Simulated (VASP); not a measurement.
Input of a VASP 6.6.1 run:

The input POSCAR:

```
La
1.0
    0.0000000000      3.2386347203      3.2386347203
    3.2386347203      0.0000000000      3.2386347203
    3.2386347203      3.2386347203      0.0000000000
La
2
Direct
    0.1250000000      0.1250000000      0.1250000000
    0.8750000000      0.8750000000      0.8750000000
```

Contents of INCAR.step1:

```
SYSTEM = La
PREC = Accurate
ENCUT = 550
ISMEAR = -1
SIGMA = 0.1
LREAL = .False.
LASPH = .True.
NELM = 200
NBANDS = 18
GGA = PE
ALGO = Normal
EDIFF = 1E-5
LWAVE = .True.
LCHARG = .False.
GGA_COMPAT = .False.
LMAXMIX = 6
```

The input INCAR.step2:

```
SYSTEM = La
PREC = Accurate
ENCUT = 550
EDIFF = 1E-6
ISMEAR = -1
SIGMA = 0.1
LREAL = .False.
LASPH = .True.
NELM = 200
ALGO = Normal
ISIF = 2
LWAVE = .False.
LCHARG = .False.
METAGGA = R2SCAN
LMIXTAU = .True.
NBANDS = 18
ISTART = 1
GGA_COMPAT = .False.
LMAXMIX = 6
```

The input KPOINTS:

```
Automatic mesh
0
Gamma
  9 9 9
  0 0 0
```

Potentials or basis: VASP PAW PBE potentials, release 64 (La).

Command:

```sh
$ cat potpaw_PBE.64/La/POTCAR > POTCAR
$ cp INCAR.step1 INCAR
$ mpirun -np 1 vasp_std > vasp.out
$ cp INCAR.step2 INCAR
$ mpirun -np 1 vasp_std > vasp.out
```

(1) What does it give for the band gap on the k mesh?

(2) Estimate the pressure.

## Answers

(1) zero (bands 11 and 12 overlap by 0.02 eV).

(2) 5.0 GPa.

Caveat: the cell stands under pressure; the PAW data sets were made with another functional, which shifts forces and pressure a little; spin-orbit coupling is left out, which moves the levels of the heavy elements.
